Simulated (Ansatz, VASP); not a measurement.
**MgO in VASP and in Ansatz**

```
Mg O
1.0
     4.25385    0.00000    0.00000
     0.00000   -4.25385    0.00000
     0.00000    0.00000   -4.25385
Mg O
4 4
Direct
  0.97507 0.97507 0.00000
  0.50000 0.50000 0.00000
  0.50000 0.00000 0.50000
  0.00000 0.50000 0.50000
  0.50000 0.00000 0.00000
  0.00000 0.50000 0.00000
  0.00000 0.00000 0.50000
  0.50000 0.50000 0.50000
```

Alike in both runs: task single point; functional PBE; k mesh 6 × 6 × 6; occupations gaussian, width 0.05 eV; no spin polarisation.

```csv
,VASP,Ansatz
version,VASP 6.6.1,Ansatz 0.2.0
potentials or method,"VASP PAW PBE potentials, release 64 (Mg, O), cutoff 520 eV","scalar-relativistic, plane waves, PAW"
valence electrons in the cell,32,64
```

|  | VASP | Ansatz | Ansatz less VASP |
| --- | --- | --- | --- |
| gap on the k mesh at the Fermi level (eV) | 4.44 | 4.46 | +0.017 |
| least direct gap on the mesh (eV) | 4.44 | 4.46 | +0.017 |
| pressure (GPa) | -0.1 | 0.6 | +0.72 |
| traceless stress, the component that is largest in VASP (GPa) | -0.56 | -0.55 | +0.007 |
| rms of the force components (eV/Å) | 0.318 | 0.315 | -0.0030 |

Atom by atom the forces differ by 0.003 eV/Å (rms over components). VASP's potentials hold 32 valence electrons a cell and Ansatz's 64, so a difference there can come from the potentials and not from the codes.
